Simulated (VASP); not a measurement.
# InAs (F-43m) in VASP: elastic constants with PBEsol

Aim: the elastic constants of InAs with PBEsol.

Everything below comes from runs of VASP 6.6.1. Logs are shortened: lines on timing, memory, paths and dates and some standing lists are left out, and cuts for length are marked.

**1. The cell of the first run**

Symmetry: F-43m, No. 216, cubic system. The conventional cell has a = 6.088 Å, b = 6.088 Å, c = 6.088 Å, α = 90.00°, β = 90.00°, γ = 90.00°. Within 3.5 Å of In (site symmetry -43m) lie 4 As at 2.64 Å. Within 3.5 Å of As (site symmetry -43m) lie 4 In at 2.64 Å.

**2. Elastic constants, PBEsol**

INCAR reads:

```
SYSTEM = InAs
PREC = Accurate
ENCUT = 600
EDIFF = 1E-8
ISMEAR = -1
SIGMA = 0.15
LREAL = .FALSE.
LASPH = .TRUE.
NELM = 100
ALGO = Normal
ISIF = 3
LWAVE = .FALSE.
LCHARG = .FALSE.
GGA = PS
IBRION = 6
NFREE = 2
POTIM = 0.015
NSW = 1
```

KPOINTS reads:

```
Automatic mesh
0
G
  12 12 12
  0 0 0
```

POSCAR reads:

```
InAs
1.0
    0.0000000000      3.0438898535      3.0438898535
    3.0438898535      0.0000000000      3.0438898535
    3.0438898535      3.0438898535      0.0000000000
In As
1 1
Direct
    0.0000000000      0.0000000000      0.0000000000
    0.2500000000      0.2500000000      0.2500000000
```

Potentials or basis: VASP PAW PBE potentials, release 64 (In_d, As).

Launch:

```console
$ cat potpaw_PBE.64/In_d/POTCAR potpaw_PBE.64/As/POTCAR > POTCAR
$ mpirun -np 1 vasp_std > vasp.out
```

OUTCAR:

```text
SYSTEM = InAs
   PREC = Accurate
   ENCUT = 600
   EDIFF = 1E-8
   ISMEAR = -1
   LREAL = .FALSE.
   LASPH = .TRUE.
   NELM = 100
   ISIF = 3
   GGA = PS
   IBRION = 6
   NFREE = 2
   POTIM = 0.015
   NSW = 1

 ion  position               nearest neighbor table
   1  0.000  0.000  0.000-   2 2.64   2 2.64   2 2.64   2 2.64
   2  0.250  0.250  0.250-   1 2.64   1 2.64   1 2.64   1 2.64

  LATTYP: Found a face centered cubic cell.
 ALAT       =     6.0877797070

  Lattice vectors:

 A1 = (   0.0000000000,   3.0438898535,   3.0438898535)
 A2 = (   3.0438898535,   0.0000000000,   3.0438898535)
 A3 = (   3.0438898535,   3.0438898535,   0.0000000000)

Analysis of symmetry for initial positions (statically):
=====================================================================
 Subroutine PRICEL returns:
 Original cell was already a primitive cell.

 Routine SETGRP: Setting up the symmetry group for a
 face centered cubic supercell.

 Subroutine GETGRP returns: Found 24 space group operations
 (whereof 24 operations were pure point group operations)
 out of a pool of 48 trial point group operations.

The static configuration has the point symmetry T_d .

Analysis of symmetry for dynamics (positions and initial velocities):
=====================================================================
 Subroutine PRICEL returns:
 Original cell was already a primitive cell.

 Routine SETGRP: Setting up the symmetry group for a
 face centered cubic supercell.

 Subroutine GETGRP returns: Found 24 space group operations
 (whereof 24 operations were pure point group operations)
 out of a pool of 48 trial point group operations.

The dynamic configuration has the point symmetry T_d .

 Subroutine INISYM returns: Found 24 space group operations
 (whereof 24 operations are pure point group operations),
 and found     1 'primitive' translations

----------------------------------------------------------------------------------------

                                     Primitive cell

  volume of cell :      56.4049

  direct lattice vectors                    reciprocal lattice vectors
     0.000000000  3.043889854  3.043889854    -0.164263500  0.164263500  0.164263500
     3.043889854  0.000000000  3.043889854     0.164263500 -0.164263500  0.164263500
     3.043889854  3.043889854  0.000000000     0.164263500  0.164263500 -0.164263500

  length of vectors
     4.304710313  4.304710313  4.304710313     0.284512727  0.284512727  0.284512727

  position of ions in fractional coordinates (direct lattice)
     0.000000000  0.000000000  0.000000000
     0.250000000  0.250000000  0.250000000

  ion indices of the primitive-cell ions
   primitive index   ion index
                 1           1
                 2           2

----------------------------------------------------------------------------------------

 KPOINTS: Automatic mesh

Automatic generation of k-mesh.
 Grid dimensions read from file:
 generate k-points for:   12   12   12

 Generating k-lattice:

  Cartesian coordinates                     Fractional coordinates (reciprocal lattice)
    -0.013688625  0.013688625  0.013688625     0.083333333  0.000000000  0.000000000
     0.013688625 -0.013688625  0.013688625     0.000000000  0.083333333  0.000000000
     0.013688625  0.013688625 -0.013688625     0.000000000  0.000000000  0.083333333

  Length of vectors
     0.023709394  0.023709394  0.023709394

  Shift w.r.t. Gamma in fractional coordinates (k-lattice)
     0.000000000  0.000000000  0.000000000
[... 104 lines left out ...]
  Direction    XX          YY          ZZ          XY          YZ          ZX
  --------------------------------------------------------------------------------------
  -------------------------------------------------------------------------------------
  Total        0.0372410      0.0372410      0.0372410      0.0000000      0.0000000      0.0000000
  in kB        1.0578280      1.0578280      1.0578280      0.0000000      0.0000000      0.0000000
  external PRESSURE =       1.0578280 kB  Pullay stress =       0.0000000 kB
[... 89 lines left out ...]
  FREE ENERGIE OF THE ION-ELECTRON SYSTEM (eV)
  ---------------------------------------------------
  free  energy   TOTEN  =        -8.4883706833 eV

  energy  without entropy=       -8.4850944548  energy(sigma->0) =       -8.48673257

 E-fermi :   4.7020     XC(G=0):  -9.2627

 val. band max:        4.3687231742   @ k =   0.0000   0.0000   0.0000
 cond. band min:       5.0784430919   @ k =   0.0833   0.0000   0.0000
 fundamental gap:      0.7097199177
 Fermi energy:         4.7019781438

 k-point     1 :       0.0000    0.0000    0.0000
  band No.  band energies     occupation
      1     -10.0017      2.00000
      2     -10.0017      2.00000
      3      -9.9965      2.00000
      4      -9.8751      2.00000
      5      -9.8732      2.00000
      6      -7.5360      2.00000
      7       4.0120      1.98009
      8       4.2971      1.87398
      9       4.2971      1.87398
     10       4.3687      1.80436
     11       8.1572      0.00000
     12       8.1868      0.00000
     13       8.1868      0.00000
[... 356 lines left out ...]
      2      -9.9609      2.00000
      3      -9.9575      2.00000
      4      -9.8760      2.00000
      5      -9.8656      2.00000
      6      -5.9156      2.00000
      7      -1.3251      2.00000
      8       1.9533      2.00000
      9       2.9987      1.99998
     10       6.4263      0.00002
     11       8.6084      0.00000
     12       9.6407      0.00000
     13      11.1823      0.00000

 [... further k-points ...]

[... ionic steps 4 to 14 ...]

--------------------------------------- Ionic step       15  -------------------------------------------

 number of electron      18.0000002 magnetization

------------------------ aborting loop because EDIFF is reached ----------------------------------------
[... 67 lines left out ...]
--------------------------------------- Ionic step       17  -------------------------------------------

 number of electron      18.0000003 magnetization

 Free energy of the ion-electron system (eV)
  ---------------------------------------------------
  ext. energy  EPLUGINS =         0.00000000
  ---------------------------------------------------
  free energy    TOTEN  =        -8.49126233 eV

  energy without entropy =       -8.48763377  energy(sigma->0) =       -8.48944805

 E-fermi :   4.5399     XC(G=0):  -9.1968

 val. band max:        4.1995619561   @ k =   0.0000   0.0000   0.0000
 cond. band min:       4.8806271571   @ k =   0.0833   0.0000   0.0000
 fundamental gap:      0.6810652010
 Fermi energy:         4.5398866313

 k-point     1 :       0.0000    0.0000    0.0000
  band No.  band energies     occupation
      1     -10.1235      2.00000
      2     -10.1208      2.00000
      3     -10.1176      2.00000
      4     -10.0007      2.00000
      5     -10.0007      2.00000
      6      -7.5908      2.00000
      7       3.7863      1.98693
      8       4.1402      1.86982
      9       4.1707      1.84274
     10       4.1996      1.81253
     11       7.9976      0.00000
     12       8.0181      0.00000
     13       8.0403      0.00000
[... 397 lines left out ...]
  FREE ENERGIE OF THE ION-ELECTRON SYSTEM (eV)
  ---------------------------------------------------
  free  energy   TOTEN  =        -8.4912623252 eV

  energy  without entropy=       -8.4876337714  energy(sigma->0) =       -8.48944805

 INTERNAL STRAIN TENSORS FROM STRAINED CELLS
 ============================================

 INTERNAL STRAIN TENSOR FOR ION    1 for displacements in x,y,z  (eV/Angst):
          X           Y           Z          XY          YZ          ZX
  --------------------------------------------------------------------------------
  x     0.00000    -0.00000     0.00000     0.00000     7.56118     0.00000
  y     0.00000     0.00000     0.00000     0.00000     0.00000     7.56088
  z     0.00000    -0.00000     0.00000     7.56162     0.00000     0.00000

 INTERNAL STRAIN TENSORS FROM DISPLACED ATOMS
 ============================================

 INTERNAL STRAIN TENSOR FOR ION    1 for displacements in x,y,z  (eV/Angst):
          X           Y           Z          XY          YZ          ZX
  --------------------------------------------------------------------------------
  x     0.00000     0.00000     0.00000     0.00000     7.56193     0.00000
  y    -0.00000     0.00000    -0.00000     0.00000     0.00000     7.56193
  z     0.00000     0.00000     0.00000     7.56193     0.00000     0.00000

 INTERNAL STRAIN TENSOR FOR ION    2 for displacements in x,y,z  (eV/Angst):
          X           Y           Z          XY          YZ          ZX
  --------------------------------------------------------------------------------
  x     0.00000     0.00000     0.00000     0.00000    -7.55456     0.00000
  y     0.00000    -0.00000     0.00000     0.00000     0.00000    -7.55456
  z     0.00000     0.00000     0.00000    -7.55456     0.00000     0.00000

 Eigenvectors and eigenvalues of the dynamical matrix
 ----------------------------------------------------

   1 f  =    6.278351 THz    39.448041 2PiTHz  209.423240 cm-1    25.965161 meV
             X         Y         Z           dx          dy          dz
      0.000000  0.000000  0.000000     0.000000    0.628507    0.000000
      1.521945  1.521945  1.521945     0.000000   -0.777804    0.000000
[... 21 lines left out ...]
   6 f/i=    0.001016 THz     0.006386 2PiTHz    0.033901 cm-1     0.004203 meV
             X         Y         Z           dx          dy          dz
      0.000000  0.000000  0.000000     0.000000    0.000000    0.777804
      1.521945  1.521945  1.521945     0.000000    0.000000    0.628507

--------------------------------------------------------------------------------------------------------

 ELASTIC MODULI CONTR FROM IONIC RELAXATION (kBar)
 Direction    XX          YY          ZZ          XY          YZ          ZX
 --------------------------------------------------------------------------------
 XX          -0.0000     -0.0000     -0.0000      0.0000      0.0000      0.0000
 YY          -0.0000     -0.0000     -0.0000      0.0000      0.0000     -0.0000
 ZZ          -0.0000     -0.0000     -0.0000      0.0000      0.0000      0.0000
 XY           0.0000      0.0000      0.0000   -221.8977      0.0000     -0.0000
 YZ           0.0000      0.0000      0.0000      0.0000   -221.8977     -0.0000
 ZX           0.0000     -0.0000      0.0000     -0.0000     -0.0000   -221.8977
 --------------------------------------------------------------------------------

 TOTAL ELASTIC MODULI (kBar)
 Direction    XX          YY          ZZ          XY          YZ          ZX
 --------------------------------------------------------------------------------
 XX         789.1236    445.2276    445.2276      0.0000      0.0000      0.0000
 YY         445.2276    789.1236    445.2276     -0.0000      0.0000     -0.0000
 ZZ         445.2276    445.2276    789.1236      0.0000      0.0000     -0.0000
 XY           0.0000     -0.0000      0.0000    354.1540      0.0000     -0.0000
 YZ           0.0000      0.0000      0.0000      0.0000    354.1540     -0.0000
 ZX           0.0000     -0.0000     -0.0000     -0.0000     -0.0000    354.1540
 --------------------------------------------------------------------------------
```

It took 21 min on 1 thread of Intel Xeon 6975P-C (Granite Rapids), shared host; peak memory 0.81 GiB.

What came out:

| Quantity | Value |
| --- | --- |
| Elastic constants C11, C12, C44 | 79, 45, 35 GPa |
| Voigt bulk modulus | 56 GPa |
| Highest phonon frequency at Γ, LO-TO splitting left out | 209 cm⁻¹ |

Phonon frequencies in cm⁻¹ (negative: imaginary):
| q point | frequencies |
| --- | --- |
| (0.000, 0.000, 0.000) | 0 0 0 209 209 209 |

Elastic tensor in Voigt notation (GPa, in the Cartesian axes of the cell as first typed):
```
79 45 45  0  0  0
45 79 45  0  0  0
45 45 79  0  0  0
 0  0  0 35  0  0
 0  0  0  0 35  0
 0  0  0  0  0 35
```

Clamped-ion elastic tensor (GPa):
```
79 45 45  0  0  0
45 79 45  0  0  0
45 45 79  0  0  0
 0  0  0 58  0  0
 0  0  0  0 58  0
 0  0  0  0  0 58
```

Caveat: the PAW data sets were made with another functional, which shifts forces and pressure a little; spin-orbit coupling is left out, which moves the levels of the heavy elements.
